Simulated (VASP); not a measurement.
# BN (I-4m2) in VASP: a series of runs, part 2 of 2

VASP 6.6.1. Earlier steps stand in the parts before.

**5. Single point, PBE (strain -0.015 along x and y, +0.030 along z)**

File INCAR:

```
  ALGO = Normal
  EDIFF = 1E-6
  ENCUT = 520
  GGA = PE
  ISIF = 2
  ISMEAR = 0
  LASPH = T
  LCHARG = F
  LREAL = F
  LWAVE = F
  NBANDS = 11
  NELM = 80
  PREC = Accurate
  SIGMA = 0.05
```

File KPOINTS:

```
k-points
0
Gamma
  12 12 12
```

File POSCAR:

```
BN
1.0
    0.0000000000      1.7858059850      1.8673910300
    1.7858059850      0.0000000000      1.8673910300
    1.7858059850      1.7858059850      0.0000000000
B N
1 1
Direct
    0.0000000000      0.0000000000      0.0000000000
    0.7500000000      0.7500000000      0.7500000000
```

Potentials or basis: VASP PAW PBE potentials, release 64 (B, N).

The run is started by

```bash
cat potpaw_PBE.64/B/POTCAR potpaw_PBE.64/N/POTCAR > POTCAR
mpirun -np 1 vasp_std > vasp.out
```

OUTCAR:

```text
EDIFF = 1E-6
   ENCUT = 520
   GGA = PE
   ISIF = 2
   ISMEAR = 0
   LASPH = T
   LREAL = F
   NELM = 80
   PREC = Accurate

 ion  position               nearest neighbor table
   1  0.000  0.000  0.000-   2 1.57   2 1.57   2 1.57   2 1.57
   2  0.750  0.750  0.750-   1 1.57   1 1.57   1 1.57   1 1.57

  LATTYP: Found a body centered tetragonal cell.
 ALAT       =     2.5255110438
 C/A-ratio  =     1.4788223038

  Lattice vectors:

 A1 = (  -1.7858059850,   0.0000000000,   1.8673910300)
 A2 = (   1.7858059850,   0.0000000000,   1.8673910300)
 A3 = (   0.0000000000,   1.7858059850,  -1.8673910300)

Analysis of symmetry for initial positions (statically):
=====================================================================
 Subroutine PRICEL returns:
 Original cell was already a primitive cell.

 Routine SETGRP: Setting up the symmetry group for a
 body centered tetragonal supercell.

 Subroutine GETGRP returns: Found  8 space group operations
 (whereof  8 operations were pure point group operations)
 out of a pool of 16 trial point group operations.

The static configuration has the point symmetry D_2d.

Analysis of symmetry for dynamics (positions and initial velocities):
=====================================================================
 Subroutine PRICEL returns:
 Original cell was already a primitive cell.

 Routine SETGRP: Setting up the symmetry group for a
 body centered tetragonal supercell.

 Subroutine GETGRP returns: Found  8 space group operations
 (whereof  8 operations were pure point group operations)
 out of a pool of 16 trial point group operations.

The dynamic configuration has the point symmetry D_2d.

 Subroutine INISYM returns: Found  8 space group operations
 (whereof  8 operations are pure point group operations),
 and found     1 'primitive' translations

----------------------------------------------------------------------------------------

                                     Primitive cell

  volume of cell :      11.9106

  direct lattice vectors                    reciprocal lattice vectors
     0.000000000  1.785805985  1.867391030    -0.279985622  0.279985622  0.267753241
     1.785805985  0.000000000  1.867391030     0.279985622 -0.279985622  0.267753241
     1.785805985  1.785805985  0.000000000     0.279985622  0.279985622 -0.267753241

  length of vectors
     2.583844476  2.583844476  2.525511044     0.477991313  0.477991313  0.477991313

  position of ions in fractional coordinates (direct lattice)
     0.000000000  0.000000000  0.000000000
     0.750000000  0.750000000  0.750000000

  ion indices of the primitive-cell ions
   primitive index   ion index
                 1           1
                 2           2

----------------------------------------------------------------------------------------

 KPOINTS: k-points

Automatic generation of k-mesh.
 Grid dimensions read from file:
 generate k-points for:   12   12   12

 Generating k-lattice:

  Cartesian coordinates                     Fractional coordinates (reciprocal lattice)
    -0.023332135  0.023332135  0.022312770     0.083333333  0.000000000  0.000000000
     0.023332135 -0.023332135  0.022312770     0.000000000  0.083333333  0.000000000
     0.023332135  0.023332135 -0.022312770    -0.000000000 -0.000000000  0.083333333

  Length of vectors
     0.039832609  0.039832609  0.039832609

  Shift w.r.t. Gamma in fractional coordinates (k-lattice)
     0.000000000  0.000000000  0.000000000

 Subroutine IBZKPT returns following result:
 ===========================================

 Found    163 irreducible k-points:

 Following reciprocal coordinates:
            Coordinates               Weight
  0.000000  0.000000  0.000000      1.000000
  0.083333  0.000000  0.000000      8.000000
  0.166667  0.000000  0.000000      8.000000
  0.250000  0.000000  0.000000      8.000000
  0.333333  0.000000  0.000000      8.000000
  0.416667  0.000000  0.000000      8.000000
[... 16 lines left out ...]
  0.500000  0.166667  0.000000      8.000000
 -0.416667  0.166667  0.000000      8.000000
 [... further k-points ...]
   k-points           NKPTS =    163   k-points in BZ     NKDIM =    163   number of bands    NBANDS=     11
   number of dos      NEDOS =    301   number of ions     NIONS =      2
   total plane-waves  NPLWV =   8000
   dimension x,y,z NGX =    20 NGY =   20 NGZ =   20
   dimension x,y,z NGXF=    40 NGYF=   40 NGZF=   40
   ions per type =               1   1
   NGX,Y,Z   is equivalent  to a cutoff of  12.87, 12.87, 13.17 a.u.
   NGXF,Y,Z  is equivalent  to a cutoff of  25.74, 25.74, 26.33 a.u.
 SYSTEM =  unknown system
   PREC   = accura    normal or accurate (medium, high low for compatibility)
   ISTART =      0    job   : 0-new  1-cont  2-samecut
   ICHARG =      2    charge: 1-file 2-atom 10-const
   ISPIN  =      1    spin polarized calculation?
   LNONCOLLINEAR =      F non collinear calculations
   LSORBIT =      F    spin-orbit coupling
   LASPH  =      T    aspherical Exc in radial PAW
   ENCUT  =  520.0 eV  38.22 Ry    6.18 a.u.   4.80  4.80  4.70*2*pi/ulx,y,z
   NELM   =     80;   NELMIN=  2; NELMDL= -5     # of ELM steps
   EDIFF  = 0.1E-05   stopping-criterion for ELM
   LREAL  =      F    real-space projection
   EDIFFG = 0.1E-04   stopping-criterion for IOM
   NSW    =      0    number of steps for IOM
   IBRION =     -1    ionic relax: 0-MD 1-quasi-New 2-CG
   NFREE  =      0    steps in history (QN), initial steepest desc. (CG)
   ISIF   =      2    stress and relaxation
   ISYM   =      2    0-nonsym 1-usesym 2-fastsym
   POTIM  = 0.5000    time-step for ionic-motion
   TEBEG  =    0.0;   TEEND  =   0.0 temperature during run
   PSTRESS=    0.0 pullay stress
   NELECT =       8.0000    total number of electrons
   NUPDOWN=      -1.0000    fix difference up-down
   EMIN   =  10.00;   EMAX   =-10.00  energy-range for DOS
   EFERMI =   0.00;   METHOD = LEGACY
   ISMEAR =     0;   SIGMA  =   0.05  broadening in eV -4-tet -1-fermi 0-gaus
   EFERMI_NEDOS =   21; number of points for ismear=-14 and -15
   IALGO  =     38    algorithm
   IMIX   =      4    mixing-type and parameters
     AMIX     =   0.40;   BMIX     =  1.00
     AMIX_MAG =   1.60;   BMIX_MAG =  1.00
  volume/ion in A,a.u.               =       5.96        40.19
  Fermi-wavevector in a.u.,A,eV,Ry     =   1.433706  2.709312 27.966966  2.055514
  Thomas-Fermi vector in A             =   2.553195
   LORBIT       =      0    0 simple, 1 ext, 2 COOP (PROOUT), +10 PAW based schemes
   GGA     = PE    functional components
   LHFCALC =     F    Hartree Fock is set to
   AEXX    =    0.0000 exact exchange contribution
   IVDW    =     0    specifies the selected vdW correction
   LEPSILON=     F    determine dielectric tensor
   LRPA    =     F    only Hartree local field effects (RPA)
 non-spin polarized calculation
 Gauss-broadening in eV      SIGMA  =   0.05
  energy-cutoff  :      520.00
  volume of cell :       11.91
 maximum number of plane-waves:       334
   NGX =  9   NGY =  9   NGZ =  9

 number of electron       8.0000000 magnetization

 Free energy of the ion-electron system (eV)
  ---------------------------------------------------
  ext. energy  EPLUGINS =         0.00000000
  ---------------------------------------------------
  free energy    TOTEN  =       -17.41958155 eV

  energy without entropy =      -17.41958155  energy(sigma->0) =      -17.41958155

 E-fermi :   7.7535     XC(G=0): -12.7829

 val. band max:        7.4605448939   @ k =   0.0000   0.0000   0.0000
 cond. band min:      11.5102406140   @ k =   0.5000   0.0000   0.5000
 fundamental gap:      4.0496957201
 Fermi energy:         7.7534504594

 k-point     1 :       0.0000    0.0000    0.0000
  band No.  band energies     occupation
      1     -12.8314      2.00000
      2       6.9883      2.00000
      3       7.4605      2.00000
      4       7.4605      2.00000
      5      15.9940      0.00000
      6      15.9940      0.00000
      7      16.3123      0.00000
      8      17.4982      0.00000
      9      31.9085      0.00000
     10      33.5866      0.00000
     11      34.1252      0.00000
[... 309 lines left out ...]
 k-point    24 :      -0.4167    0.1667    0.0000
  band No.  band energies     occupation
      1      -8.2846      2.00000
      2      -2.6691      2.00000
      3       2.8275      2.00000
      4       5.1443      2.00000
      5      17.0594      0.00000
      6      19.0399      0.00000
      7      19.6120      0.00000
      8      22.8166      0.00000
      9      28.6258      0.00000
     10      32.6414      0.00000
     11      33.6864      0.00000

 [... further k-points ...]
[... 5 lines left out ...]
  --------------------------------------------------------------------------------------
  -------------------------------------------------------------------------------------
  Total        0.7234766      0.7234766     -1.4308937      0.0000000     -0.0000000      0.0000000
  in kB       97.3198085     97.3198085   -192.4793441      0.0000000     -0.0000000      0.0000000
  external PRESSURE =       0.7200910 kB  Pullay stress =       0.0000000 kB

 VOLUME and BASIS-vectors are now :
 -----------------------------------------------------------------------------
  energy-cutoff  :      520.00
  volume of cell :       11.91
      direct lattice vectors                 reciprocal lattice vectors
     0.000000000  1.785805985  1.867391030    -0.279985622  0.279985622  0.267753241
     1.785805985  0.000000000  1.867391030     0.279985622 -0.279985622  0.267753241
     1.785805985  1.785805985  0.000000000     0.279985622  0.279985622 -0.267753241

 POSITION                                       TOTAL-FORCE (eV/Angst)
 -----------------------------------------------------------------------------------
      0.00000      0.00000      0.00000        -0.000000     -0.000000      0.000000
      2.67871      2.67871      2.80109         0.000000      0.000000     -0.000000
 -----------------------------------------------------------------------------------
    total drift:                                0.000001      0.000001     -0.000001

  FREE ENERGIE OF THE ION-ELECTRON SYSTEM (eV)
  ---------------------------------------------------
  free  energy   TOTEN  =       -17.4195815466 eV

  energy  without entropy=      -17.4195815466  energy(sigma->0) =      -17.41958155
```

OSZICAR:

```text
N       E                     dE             d eps       ncg     rms          rms(c)
DAV:   1     0.107551484951E+02    0.10755E+02   -0.50415E+03  3714   0.726E+02
DAV:   2    -0.178312536576E+02   -0.28586E+02   -0.27807E+02  4289   0.166E+02
DAV:   3    -0.183711972666E+02   -0.53994E+00   -0.53922E+00  4228   0.193E+01
DAV:   4    -0.183718475290E+02   -0.65026E-03   -0.65025E-03  3805   0.756E-01
DAV:   5    -0.183718481308E+02   -0.60177E-06   -0.60176E-06  4144   0.227E-02    0.666E+00
DAV:   6    -0.175020184725E+02    0.86983E+00   -0.29623E+00  3772   0.989E+00    0.323E+00
DAV:   7    -0.174333439208E+02    0.68675E-01   -0.10017E-01  4021   0.262E+00    0.191E+00
DAV:   8    -0.174193236354E+02    0.14020E-01   -0.35077E-02  3960   0.136E+00    0.187E-01
DAV:   9    -0.174194883549E+02   -0.16472E-03   -0.99113E-04  3784   0.258E-01    0.828E-02
DAV:  10    -0.174195761837E+02   -0.87829E-04   -0.12331E-04  3919   0.949E-02    0.149E-02
DAV:  11    -0.174195815191E+02   -0.53354E-05   -0.95168E-06  4112   0.252E-02    0.107E-02
DAV:  12    -0.174195815466E+02   -0.27489E-07   -0.15994E-06  2150   0.871E-03
   1 F= -.17419582E+02 E0= -.17419582E+02  d E =-.407353E-19
```

stdout:

```text
POSCAR found type information on POSCAR B N
 POSCAR found :  2 types and       2 ions
 scaLAPACK will be used
 LDA part: xc-table for (Slater+PW92), standard interpolation
 POSCAR, INCAR and KPOINTS ok, starting setup
 FFT: planning ... GRIDC
 FFT: planning ... GRID_SOFT
 FFT: planning ... GRID
 WAVECAR not read
 entering main loop
```

Run time: 12 s. Hardware: 1 thread of Intel Xeon 6975P-C, shared host; peak memory 0.13 GiB.

Results:

```yaml
Free_energy: -17.4196 eV
Pressure: 0.1 GPa
Band_gap_on_the_k_mesh: 4.05 eV, indirect (least direct gap 8.53 eV)
```

Stress tensor (GPa, compression positive):
```
  9.73   0.00   0.00
  0.00   9.73   0.00
  0.00   0.00 -19.25
```

Caveat: the cell differs from its parent crystal (strain -0.015 along x and y, +0.030 along z). A k mesh can miss the band edges.

**6. The runs side by side**

| cell | gap on the mesh (eV) | pressure (GPa) |
| --- | --- | --- |
| a = 2.545, b = 2.545, c = 2.487 Å, angles 60.8, 60.8, 58.5°, 2 atoms | 4.07 | 18.5 |
| a = 2.506, b = 2.506, c = 2.526 Å, angles 59.7, 59.7, 60.5°, 2 atoms | 4.23 | 25.1 |
| a = 2.545, b = 2.545, c = 2.526 Å, angles 60.3, 60.3, 59.5°, 2 atoms | 4.34 | 11.8 |
| a = 2.584, b = 2.584, c = 2.526 Å, angles 60.7, 60.7, 58.5°, 2 atoms | 4.05 | 0.1 |

Alike in all rows: task single point; level PBE; potentials or basis VASP PAW PBE potentials, release 64 (B, N); no spin polarisation; k mesh 12 × 12 × 12; cutoff (eV) 520; smearing gaussian 0.05 eV.

Absolute energies hang on the potentials; compare differences alone.
